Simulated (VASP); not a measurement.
# SiC (Cm) in VASP: a series of runs

SiC is run at these levels: r2SCAN; tasks: single point.

Everything below comes from runs of VASP 6.6.1. Logs are shortened: lines on timing, memory, paths and dates and some standing lists are left out, and cuts for length are marked.

### Step 1. The cell of the first run

Symmetry: Cm, No. 8, monoclinic system. Conventional cell: a = 5.326 Å, b = 3.075 Å, c = 10.135 Å, α = 90.00°, β = 95.03°, γ = 90.00°. Within 2.5 Å of Si (site symmetry m) lie 4 C at 1.88 to 2.09 Å. Within 2.5 Å of Si (site symmetry m) lie 4 C at 1.88 to 1.90 Å. Si (site symmetry m) has 4 C at 1.88 to 1.90 Å within 2.5 Å. Si (site symmetry m) has 4 C at 1.88 to 1.90 Å within 2.5 Å. Within 2.5 Å of C (site symmetry m) lie 4 Si at 1.88 to 2.09 Å. Within 2.5 Å of C (site symmetry m) lie 4 Si at 1.88 to 1.90 Å. C (site symmetry m) has 4 Si at 1.88 to 1.90 Å within 2.5 Å. Within 2.5 Å of C (site symmetry m) lie 4 Si at 1.88 to 1.90 Å.

### Step 2. Single point, r2SCAN (the part above a cut slid along it)

Input file POSCAR:

```
SiC
1.0
   -3.0751950066      0.0000000000      0.0000000000
   -1.5375975033     -2.6631969973      0.0000000000
   -0.7689525114     -0.4439549395     10.0963337124
Si C
4 4
Direct
    0.1822945581      0.1822945581      0.9060514413
    0.2656445581      0.2656445581      0.4060514413
    0.6406528914      0.6406528914      0.1560514413
    0.5573028914      0.5573028914      0.6560514413
    0.3176721086      0.3176721086      0.0939485587
    0.2343221086      0.2343221086      0.5939485587
    0.6093304419      0.6093304419      0.3439485587
    0.5259804419      0.5259804419      0.8439485587
```

Input file INCAR.step1:

```
ALGO = Normal ; EDIFF = 1E-4
ENCUT = 520 ; GGA = PE
ISMEAR = 0 ; LASPH = T
LCHARG = F ; LREAL = F
LWAVE = T ; NBANDS = 26
NELM = 80 ; PREC = Accurate
SIGMA = 0.05
```

Input file INCAR.step2:

```
ALGO = Normal ; EDIFF = 1E-6
ENCUT = 520 ; ISIF = 2
ISMEAR = 0 ; ISTART = 1
LASPH = T ; LCHARG = F
LMIXTAU = T ; LREAL = F
LWAVE = F ; METAGGA = R2SCAN
NBANDS = 26 ; NELM = 80
PREC = Accurate ; SIGMA = 0.05
```

Input file KPOINTS:

```
k-points
0
Gamma
  8 8 3
```

Potentials or basis: VASP PAW PBE potentials, release 64 (Si, C).

Launch:

```
> cat potpaw_PBE.64/Si/POTCAR potpaw_PBE.64/C/POTCAR > POTCAR
> cp INCAR.step1 INCAR
> mpirun -np 1 vasp_std > vasp.out
> cp INCAR.step2 INCAR
> mpirun -np 1 vasp_std > vasp.out
```

OUTCAR:

```text
EDIFF = 1E-6
   ENCUT = 520
   ISIF = 2
   ISMEAR = 0
   ISTART = 1
   LASPH = T
   LREAL = F
   METAGGA = R2SCAN
   NELM = 80
   PREC = Accurate

 ion  position               nearest neighbor table
   1  0.182  0.182  0.906-   8 1.88   8 1.88   8 1.88   5 2.09   3 2.96   3 2.96   4 3.09   4 3.09
                             4 3.09
   2  0.266  0.266  0.406-   7 1.88   7 1.88   7 1.88   6 1.90   3 3.09   4 3.09   4 3.09   3 3.09
                             4 3.09   3 3.09
   3  0.641  0.641  0.156-   5 1.88   5 1.88   5 1.88   7 1.90   1 2.96   1 2.96   2 3.09   2 3.09
                             2 3.09
   4  0.557  0.557  0.656-   6 1.88   6 1.88   6 1.88   8 1.90   1 3.09   2 3.09   2 3.09   1 3.09
                             2 3.09   1 3.09
   5  0.318  0.318  0.094-   3 1.88   3 1.88   3 1.88   1 2.09
   6  0.234  0.234  0.594-   4 1.88   4 1.88   4 1.88   2 1.90
   7  0.609  0.609  0.344-   2 1.88   2 1.88   2 1.88   3 1.90
   8  0.526  0.526  0.844-   1 1.88   1 1.88   1 1.88   4 1.90

  LATTYP: Found a base centered monoclinic cell.
 ALAT       =     5.3263939946
 B/A-ratio  =     0.5773502692
 C/A-ratio  =     1.9028448897
 COS(beta)  =    -0.0876056692

  Lattice vectors:

 A1 = (   3.0751950066,   0.0000000000,   0.0000000000)
 A2 = (   1.5375975033,   2.6631969973,   0.0000000000)
 A3 = (  -0.7689525114,  -0.4439549395,  10.0963337124)

Analysis of symmetry for initial positions (statically):
=====================================================================
 Subroutine PRICEL returns:
 Original cell was already a primitive cell.

 Routine SETGRP: Setting up the symmetry group for a
 base centered monoclinic supercell.

 Subroutine GETGRP returns: Found  2 space group operations
 (whereof  2 operations were pure point group operations)
 out of a pool of  4 trial point group operations.

The static configuration has the point symmetry C_1h.

Analysis of symmetry for dynamics (positions and initial velocities):
=====================================================================
 Subroutine PRICEL returns:
 Original cell was already a primitive cell.

 Routine SETGRP: Setting up the symmetry group for a
 base centered monoclinic supercell.

 Subroutine GETGRP returns: Found  2 space group operations
 (whereof  2 operations were pure point group operations)
 out of a pool of  4 trial point group operations.

The dynamic configuration has the point symmetry C_1h.

 Subroutine INISYM returns: Found  2 space group operations
 (whereof  2 operations are pure point group operations),
 and found     1 'primitive' translations

----------------------------------------------------------------------------------------

                                     Primitive cell

  volume of cell :      82.6875

  direct lattice vectors                    reciprocal lattice vectors
    -3.075195007  0.000000000  0.000000000    -0.325182630  0.187744279 -0.016510944
    -1.537597503 -2.663196997  0.000000000     0.000000000 -0.375488558 -0.016510944
    -0.768952511 -0.443954939 10.096333712     0.000000000  0.000000000  0.099045855

  length of vectors
     3.075195007  3.075195007 10.135301593     0.375851391  0.375851391  0.099045855

  position of ions in fractional coordinates (direct lattice)
     0.182294558  0.182294558  0.906051441
     0.265644558  0.265644558  0.406051441
     0.640652891  0.640652891  0.156051441
     0.557302891  0.557302891  0.656051441
     0.317672109  0.317672109  0.093948559
     0.234322109  0.234322109  0.593948559
     0.609330442  0.609330442  0.343948559
     0.525980442  0.525980442  0.843948559

  ion indices of the primitive-cell ions
   primitive index   ion index
                 1           1
                 2           2
                 3           3
                 4           4
                 5           5
                 6           6
                 7           7
                 8           8

----------------------------------------------------------------------------------------

 KPOINTS: k-points

Automatic generation of k-mesh.
 Grid dimensions read from file:
 generate k-points for:    8    8    3

 Generating k-lattice:

  Cartesian coordinates                     Fractional coordinates (reciprocal lattice)
    -0.040647829  0.023468035 -0.002063868     0.125000000 -0.000000000 -0.000000000
     0.000000000 -0.046936070 -0.002063868     0.000000000  0.125000000  0.000000000
     0.000000000  0.000000000  0.033015285     0.000000000  0.000000000  0.333333333

  Length of vectors
     0.046981424  0.046981424  0.033015285

  Shift w.r.t. Gamma in fractional coordinates (k-lattice)
     0.000000000  0.000000000  0.000000000

 Subroutine IBZKPT returns following result:
 ===========================================

 Found     57 irreducible k-points:

 Following reciprocal coordinates:
            Coordinates               Weight
  0.000000  0.000000  0.000000      1.000000
  0.125000 -0.000000 -0.000000      4.000000
  0.250000 -0.000000 -0.000000      4.000000
  0.375000  0.000000  0.000000      4.000000
  0.500000 -0.000000 -0.000000      2.000000
  0.125000  0.125000  0.000000      2.000000
[... 16 lines left out ...]
  0.125000 -0.000000  0.333333      4.000000
  0.250000 -0.000000  0.333333      4.000000
 [... further k-points ...]
   k-points           NKPTS =     57   k-points in BZ     NKDIM =     57   number of bands    NBANDS=     26
   number of dos      NEDOS =    301   number of ions     NIONS =      8
   total plane-waves  NPLWV =  46080
   dimension x,y,z NGX =    24 NGY =   24 NGZ =   80
   dimension x,y,z NGXF=    48 NGYF=   48 NGZF=  160
   ions per type =               4   4
   NGX,Y,Z   is equivalent  to a cutoff of  12.97, 12.97, 13.12 a.u.
   NGXF,Y,Z  is equivalent  to a cutoff of  25.95, 25.95, 26.24 a.u.
 SYSTEM =  unknown system
   PREC   = accura    normal or accurate (medium, high low for compatibility)
   ISTART =      1    job   : 0-new  1-cont  2-samecut
   ICHARG =      0    charge: 1-file 2-atom 10-const
   ISPIN  =      1    spin polarized calculation?
   LNONCOLLINEAR =      F non collinear calculations
   LSORBIT =      F    spin-orbit coupling
   LASPH  =      T    aspherical Exc in radial PAW
   ENCUT  =  520.0 eV  38.22 Ry    6.18 a.u.   5.72  5.72 18.84*2*pi/ulx,y,z
   NELM   =     80;   NELMIN=  2; NELMDL=  0     # of ELM steps
   EDIFF  = 0.1E-05   stopping-criterion for ELM
   LREAL  =      F    real-space projection
   EDIFFG = 0.1E-04   stopping-criterion for IOM
   NSW    =      0    number of steps for IOM
   IBRION =     -1    ionic relax: 0-MD 1-quasi-New 2-CG
   NFREE  =      0    steps in history (QN), initial steepest desc. (CG)
   ISIF   =      2    stress and relaxation
   ISYM   =      2    0-nonsym 1-usesym 2-fastsym
   POTIM  = 0.5000    time-step for ionic-motion
   TEBEG  =    0.0;   TEEND  =   0.0 temperature during run
   PSTRESS=    0.0 pullay stress
   NELECT =      32.0000    total number of electrons
   NUPDOWN=      -1.0000    fix difference up-down
   EMIN   =  10.00;   EMAX   =-10.00  energy-range for DOS
   EFERMI =   0.00;   METHOD = LEGACY
   ISMEAR =     0;   SIGMA  =   0.05  broadening in eV -4-tet -1-fermi 0-gaus
   EFERMI_NEDOS =   21; number of points for ismear=-14 and -15
   IALGO  =     38    algorithm
   IMIX   =      4    mixing-type and parameters
     AMIX     =   0.40;   BMIX     =  1.00
     AMIX_MAG =   1.60;   BMIX_MAG =  1.00
  volume/ion in A,a.u.               =      10.34        69.75
  Fermi-wavevector in a.u.,A,eV,Ry     =   1.193012  2.254466 19.364879  1.423278
  Thomas-Fermi vector in A             =   2.329037
   LORBIT       =      0    0 simple, 1 ext, 2 COOP (PROOUT), +10 PAW based schemes
   METAGGA = R2SCAN    functional components
   LHFCALC =     F    Hartree Fock is set to
   AEXX    =    0.0000 exact exchange contribution
   IVDW    =     0    specifies the selected vdW correction
   LEPSILON=     F    determine dielectric tensor
   LRPA    =     F    only Hartree local field effects (RPA)
 non-spin polarized calculation
 Gauss-broadening in eV      SIGMA  =   0.05
  energy-cutoff  :      520.00
  volume of cell :       82.69
 maximum number of plane-waves:      2244
   NGX = 11   NGY = 11   NGZ = 37

 number of electron      32.0000002 magnetization

 Free energy of the ion-electron system (eV)
  ---------------------------------------------------
  ext. energy  EPLUGINS =         0.00000000
  ---------------------------------------------------
  free energy    TOTEN  =       -75.99034520 eV

  energy without entropy =      -75.99034520  energy(sigma->0) =      -75.99034520

 E-fermi :   8.9183     XC(G=0): -11.9584

 val. band max:        8.6488982361   @ k =   0.0000   0.0000   0.0000
 cond. band min:      10.8272082307   @ k =  -0.3750   0.2500  -0.0000
 fundamental gap:      2.1783099946
 Fermi energy:         8.9183110214

 k-point     1 :       0.0000    0.0000    0.0000
  band No.  band energies     occupation
      1      -8.1830      2.00000
      2      -6.9724      2.00000
      3      -6.8992      2.00000
      4      -4.5443      2.00000
      5      -0.7468      2.00000
      6       3.5069      2.00000
[... 18 lines left out ...]
     25      16.2140      0.00000
     26      16.4687      0.00000

 k-point     2 :       0.1250   -0.0000   -0.0000
  band No.  band energies     occupation
      1      -7.9013      2.00000
      2      -6.7245      2.00000
      3      -6.6008      2.00000
      4      -4.3073      2.00000
      5      -0.4846      2.00000
      6       3.5462      2.00000
[... 18 lines left out ...]
     25      16.2941      0.00000
     26      16.6544      0.00000

 k-point     3 :       0.2500   -0.0000   -0.0000
  band No.  band energies     occupation
      1      -7.0770      2.00000
      2      -5.9726      2.00000
      3      -5.7668      2.00000
      4      -3.6522      2.00000
      5       0.2245      2.00000
      6       2.6396      2.00000
[... 572 lines left out ...]
 k-point    23 :       0.1250   -0.0000    0.3333
  band No.  band energies     occupation
      1      -7.7834      2.00000
      2      -7.2965      2.00000
      3      -5.8404      2.00000
      4      -4.7658      2.00000
      5       0.1707      2.00000
      6       1.9590      2.00000
[... 18 lines left out ...]
     25      16.4548      0.00000
     26      16.6160      0.00000

 k-point    24 :       0.2500   -0.0000    0.3333
  band No.  band energies     occupation
      1      -6.9777      2.00000
      2      -6.4539      2.00000
      3      -5.1332      2.00000
      4      -4.0173      2.00000
      5       0.7083      2.00000
      6       1.9813      2.00000
[... 18 lines left out ...]
     25      17.4302      0.00000
     26      17.8555      0.00000

 [... further k-points ...]
[... 5 lines left out ...]
  --------------------------------------------------------------------------------------
  -------------------------------------------------------------------------------------
  Total       -1.7074128     -0.9990345      1.3886649     -0.6134736      3.4130228      5.9115282
  in kB      -33.0833483    -19.3575955     26.9071930    -11.8868506     66.1317665    114.5435647
  external PRESSURE =      -8.5112503 kB  Pullay stress =       0.0000000 kB

 VOLUME and BASIS-vectors are now :
 -----------------------------------------------------------------------------
  energy-cutoff  :      520.00
  volume of cell :       82.69
      direct lattice vectors                 reciprocal lattice vectors
    -3.075195007  0.000000000  0.000000000    -0.325182630  0.187744279 -0.016510944
    -1.537597503 -2.663196997  0.000000000     0.000000000 -0.375488558 -0.016510944
    -0.768952511 -0.443954939 10.096333712     0.000000000  0.000000000  0.099045855

 POSITION                                       TOTAL-FORCE (eV/Angst)
 -----------------------------------------------------------------------------------
     -1.53760     -0.88773      9.14780        -1.707798     -0.985998      0.419020
     -1.53760     -0.88773      4.09963         0.017732      0.010238     -0.139646
     -3.07520     -1.77546      1.57555        -0.072835     -0.042051      0.156628
     -3.07520     -1.77546      6.62371        -0.213960     -0.123530     -0.274046
     -1.53760     -0.88773      0.94854         2.227713      1.286171     -0.080521
     -1.53760     -0.88773      5.99670        -0.017540     -0.010127      0.108459
     -3.07520     -1.77546      3.47262         0.170269      0.098305      0.183603
     -3.07520     -1.77546      8.52079        -0.403582     -0.233008     -0.373496
 -----------------------------------------------------------------------------------
    total drift:                               -0.000023     -0.000013      0.000912

  FREE ENERGIE OF THE ION-ELECTRON SYSTEM (eV)
  ---------------------------------------------------
  free  energy   TOTEN  =       -75.9903451984 eV

  energy  without entropy=      -75.9903451984  energy(sigma->0) =      -75.99034520
```

It took 6.1 min on 1 thread of AMD EPYC 7R13, shared host; peak memory 0.26 GiB.

Results:

| Item | Value |
| --- | --- |
| Free energy | -75.9903 eV |
| Pressure | -0.9 GPa |
| Largest force | 2.574 eV/Å |
| Band gap on the k mesh | 2.18 eV (least direct gap 3.48 eV) |

Forces in eV/Å, atoms in the order of the input:
```
Si  -1.708 -0.986  0.419
Si   0.018  0.010 -0.140
Si  -0.073 -0.042  0.157
Si  -0.214 -0.124 -0.274
C    2.228  1.286 -0.081
C   -0.018 -0.010  0.108
C    0.170  0.098  0.184
C   -0.404 -0.233 -0.373
```

Stress tensor (GPa, compression positive):
```
-3.31 -1.19 11.45
-1.19 -1.94  6.61
11.45  6.61  2.69
```

Caveat: the cell differs from its parent crystal (the part above a cut slid along it); the stress differs along the axes, from -3 to 3 GPa; the PAW data sets were made with another functional, which shifts forces and pressure a little. A k mesh can miss the band edges.

(Part 1 of 2 ends here.)
